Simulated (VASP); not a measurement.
# TiN in VASP: single point with PBEsol

Aim: the single point of TiN with PBEsol.

Program: VASP 6.6.1. These are calculated values, not measurements. Logs are shortened: lines on timing, memory, paths and dates and some standing lists are left out, and cuts for length are marked.

### Step 1. The cell of the first run

The cell holds a slab with vacuum, 14 atoms: a = 2.973 Å, b = 2.973 Å, c = 28.738 Å, α = 90.00°, β = 90.00°, γ = 90.00°.

### Step 2. Single point, PBEsol, collinear spin

INCAR reads:

```
PREC     = Accurate       # precision mode
ENCUT    = 520            # plane-wave cutoff, eV
EDIFF    = 1E-6           # SCF threshold, eV
ISMEAR   = 0              # smearing method
SIGMA    = 0.1            # smearing width, eV
LREAL    = False          # projectors in reciprocal space
LASPH    = True           # aspherical terms in the spheres
NELM     = 200            # most SCF steps
ALGO     = Normal         # electronic algorithm
ISIF     = 2              # what is computed and relaxed
LWAVE    = False          # write WAVECAR
LCHARG   = False          # write CHGCAR
ISPIN    = 2              # spin polarisation
MAGMOM   = 1 1 1 1 1 1 1 0 0 0 0 0 0 0 # initial moments
LORBIT   = 11             # projections on sites
LMAXMIX  = 4              # l up to which the mixer works
LDIPOL   = True         
IDIPOL   = 3            
DIPOL    = 0.5 0.5 0.500
GGA      = PS             # functional
NBANDS   = 76             # bands
GGA_COMPAT= False        
NELMDL   = -8
```

KPOINTS reads:

```
regular mesh
0
Gamma
  4 4 1
```

POSCAR reads:

```
TiN
1.0
    2.9725587320      0.0000000000      0.0000000000
    0.0000000000      2.9725587320      0.0000000000
    0.0000000000      0.0000000000     28.7376064830
Ti N
7 7
Direct
    0.5000000000      0.5000000000      0.2842489990
    1.0000000000      0.0000000000      0.3535995789
    0.5000000000      0.5000000000      0.4267580502
    0.0000000000      0.0000000000      0.4999999970
    0.5000000000      0.5000000000      0.5732419388
    0.0000000000      0.0000000000      0.6464004189
    0.5000000000      0.5000000000      0.7157510017
    1.0000000000      0.0000000000      0.2783808737
    0.5000000000      0.5000000000      0.3533507533
    0.0000000001      0.0000000000      0.4268498443
    0.5000000000      0.5000000000      0.4999999945
    0.0000000000      0.0000000000      0.5731501478
    0.5000000000      0.5000000000      0.6466492428
    0.0000000001      0.0000000001      0.7216191263
```

Potentials or basis: VASP PAW PBE potentials, release 64 (Ti_sv, N).

Started as:

```console
$ cat potpaw_PBE.64/Ti_sv/POTCAR potpaw_PBE.64/N/POTCAR > POTCAR
$ mpirun -np 1 vasp_std > vasp.out
```

OUTCAR:

```text
PREC = Accurate
   ENCUT = 520
   EDIFF = 1E-6
   ISMEAR = 0
   LREAL = False
   LASPH = True
   NELM = 200
   ISIF = 2
   ISPIN = 2
   LORBIT = 11
   GGA = PS
   NELMDL = -8

 ion  position               nearest neighbor table
   1  0.500  0.500  0.284-   9 1.99   8 2.11   8 2.11   8 2.11   8 2.11   2 2.90   2 2.90   2 2.90
                             2 2.90
   2  0.000  0.000  0.354-   9 2.10   9 2.10   9 2.10   9 2.10  10 2.11   8 2.16   1 2.90   1 2.90
                             1 2.90   1 2.90
   3  0.500  0.500  0.427-  10 2.10  10 2.10  10 2.10  10 2.10  11 2.10   9 2.11
   4  0.000  0.000  0.500-  11 2.10  11 2.10  11 2.10  11 2.10  12 2.10  10 2.10
   5  0.500  0.500  0.573-  12 2.10  12 2.10  12 2.10  12 2.10  11 2.10  13 2.11
   6  0.000  0.000  0.646-  13 2.10  13 2.10  13 2.10  13 2.10  12 2.11  14 2.16   7 2.90   7 2.90
                             7 2.90   7 2.90
   7  0.500  0.500  0.716-  13 1.99  14 2.11  14 2.11  14 2.11  14 2.11   6 2.90   6 2.90   6 2.90
                             6 2.90
   8  0.000  0.000  0.278-   1 2.11   1 2.11   1 2.11   1 2.11   2 2.16
   9  0.500  0.500  0.353-   1 1.99   2 2.10   2 2.10   2 2.10   2 2.10   3 2.11
  10  0.000  0.000  0.427-   3 2.10   3 2.10   3 2.10   3 2.10   4 2.10   2 2.11
  11  0.500  0.500  0.500-   4 2.10   4 2.10   4 2.10   4 2.10   5 2.10   3 2.10
  12  0.000  0.000  0.573-   5 2.10   5 2.10   5 2.10   5 2.10   4 2.10   6 2.11
  13  0.500  0.500  0.647-   7 1.99   6 2.10   6 2.10   6 2.10   6 2.10   5 2.11
  14  0.000  0.000  0.722-   7 2.11   7 2.11   7 2.11   7 2.11   6 2.16

  LATTYP: Found a simple tetragonal cell.
 ALAT       =     2.9725587320
 C/A-ratio  =     9.6676328624

  Lattice vectors:

 A1 = (   2.9725587320,   0.0000000000,   0.0000000000)
 A2 = (   0.0000000000,   2.9725587320,   0.0000000000)
 A3 = (   0.0000000000,   0.0000000000,  28.7376064830)

Analysis of symmetry for initial positions (statically):
=====================================================================
 Subroutine PRICEL returns:
 Original cell was already a primitive cell.

 Routine SETGRP: Setting up the symmetry group for a
 simple tetragonal supercell.

 Subroutine GETGRP returns: Found 16 space group operations
 (whereof 16 operations were pure point group operations)
 out of a pool of 16 trial point group operations.

The static configuration has the point symmetry D_4h.

Analysis of symmetry for dynamics (positions and initial velocities):
=====================================================================
 Subroutine PRICEL returns:
[... 642 lines left out ...]
      4     -52.9842      1.00000
      5     -52.8992      1.00000
      6     -52.7534      1.00000
[... 433 lines left out ...]
     70       6.9754      0.00000
     71       6.9754      0.00000
 [bands above 71 left out]

------------------------ aborting loop because EDIFF is reached ----------------------------------------

 vacuum level on the upper side and lower side of the slab       (xc-potential included)        -0.005        -0.005

  FORCE on cell =-STRESS in cart. coord.  units (eV):
  Direction    XX          YY          ZZ          XY          YZ          ZX
  --------------------------------------------------------------------------------------
  -------------------------------------------------------------------------------------
  Total       -3.1405292     -3.1405292     -2.5720568      0.0000000      0.0000000     -0.0000000
  in kB      -19.8153585    -19.8153585    -16.2285479      0.0000000      0.0000000     -0.0000000
  external PRESSURE =     -18.6197549 kB  Pullay stress =       0.0000000 kB

 VOLUME and BASIS-vectors are now :
 -----------------------------------------------------------------------------
  energy-cutoff  :      520.00
  volume of cell :      253.93
      direct lattice vectors                 reciprocal lattice vectors
     2.972558732  0.000000000  0.000000000     0.336410510  0.000000000  0.000000000
     0.000000000  2.972558732  0.000000000     0.000000000  0.336410510  0.000000000
     0.000000000  0.000000000 28.737606483     0.000000000  0.000000000  0.034797609

 POSITION                                       TOTAL-FORCE (eV/Angst)
 -----------------------------------------------------------------------------------
      1.48628      1.48628      8.16864         0.000000     -0.000000      0.210028
      0.00000      0.00000     10.16161        -0.000000     -0.000000      0.336806
      1.48628      1.48628     12.26400         0.000000      0.000000     -0.276315
      0.00000      0.00000     14.36880        -0.000000     -0.000000     -0.000000
      1.48628      1.48628     16.47360        -0.000000     -0.000000      0.276315
      0.00000      0.00000     18.57600        -0.000000     -0.000000     -0.336806
      1.48628      1.48628     20.56897        -0.000000     -0.000000     -0.210028
      0.00000      0.00000      8.00000        -0.000000      0.000000     -0.077824
      1.48628      1.48628     10.15445        -0.000000     -0.000000     -0.189609
      0.00000      0.00000     12.26664         0.000000     -0.000000      0.179349
      1.48628      1.48628     14.36880        -0.000000     -0.000000     -0.000000
      0.00000      0.00000     16.47096        -0.000000     -0.000000     -0.179349
      1.48628      1.48628     18.58315        -0.000000     -0.000000      0.189609
      0.00000      0.00000     20.73761         0.000000      0.000000      0.077824
 -----------------------------------------------------------------------------------
    total drift:                               -0.000000     -0.000000      0.002041

  FREE ENERGIE OF THE ION-ELECTRON SYSTEM (eV)
  ---------------------------------------------------
  free  energy   TOTEN  =      -143.7260690440 eV

  energy  without entropy=     -143.6892074257  energy(sigma->0) =     -143.70763823

 vacuum level on the upper side and lower side of the slab         7.420         7.420

 total charge

# of ion       s       p       d       tot
------------------------------------------
    1        2.193   6.217   1.970  10.380
    2        2.189   6.243   2.037  10.470
    3        2.191   6.245   2.003  10.439
    4        2.193   6.247   2.007  10.447
    5        2.191   6.245   2.003  10.439
    6        2.189   6.243   2.037  10.470
    7        2.193   6.217   1.970  10.380
    8        1.243   2.439   0.000   3.682
    9        1.245   2.517   0.000   3.762
   10        1.241   2.511   0.000   3.751
   11        1.241   2.509   0.000   3.750
   12        1.241   2.511   0.000   3.751
   13        1.245   2.517   0.000   3.762
   14        1.243   2.439   0.000   3.682
--------------------------------------------------
tot         24.038  61.099  14.028  99.165

 magnetization (x)

# of ion       s       p       d       tot
------------------------------------------
    1       -0.000  -0.000  -0.000  -0.000
    2        0.000   0.000  -0.000  -0.000
    3       -0.000   0.000   0.000   0.000
    4       -0.000   0.000   0.000   0.000
    5       -0.000   0.000   0.000   0.000
    6        0.000   0.000  -0.000  -0.000
    7       -0.000  -0.000  -0.000  -0.000
    8        0.000   0.000   0.000   0.000
    9        0.000   0.000   0.000   0.000
   10       -0.000   0.000   0.000   0.000
   11       -0.000   0.000   0.000   0.000
   12       -0.000   0.000   0.000   0.000
   13        0.000   0.000   0.000   0.000
   14        0.000   0.000   0.000   0.000
--------------------------------------------------
tot          0.000   0.000   0.000   0.000
```

Run time: 29 min. Hardware: 1 thread of Intel Xeon 8259CL, shared host; peak memory 0.52 GiB.

What came out:

| Property | Result |
| --- | --- |
| Free energy | -143.7261 eV |
| Largest force | 0.337 eV/Å |
| Net moment | 0.00 μB per cell |
| Valence electrons inside the program's atomic spheres | Ti 10.38, 10.47, 10.44, 10.45 (each value once); N 3.68, 3.76, 3.75 (each value once) |

Forces in eV/Å, atoms in the order of the input:
```
Ti   0.000  0.000  0.210
Ti   0.000  0.000  0.337
Ti   0.000  0.000 -0.276
Ti   0.000  0.000  0.000
Ti   0.000  0.000  0.276
Ti   0.000  0.000 -0.337
Ti   0.000  0.000 -0.210
N    0.000  0.000 -0.078
N    0.000  0.000 -0.190
N    0.000  0.000  0.179
N    0.000  0.000  0.000
N    0.000  0.000 -0.179
N    0.000  0.000  0.190
N    0.000  0.000  0.078
```

Caveat: the k points lie up to 0.53 Å⁻¹ apart; the PAW data sets were made with another functional, which shifts forces and pressure a little.
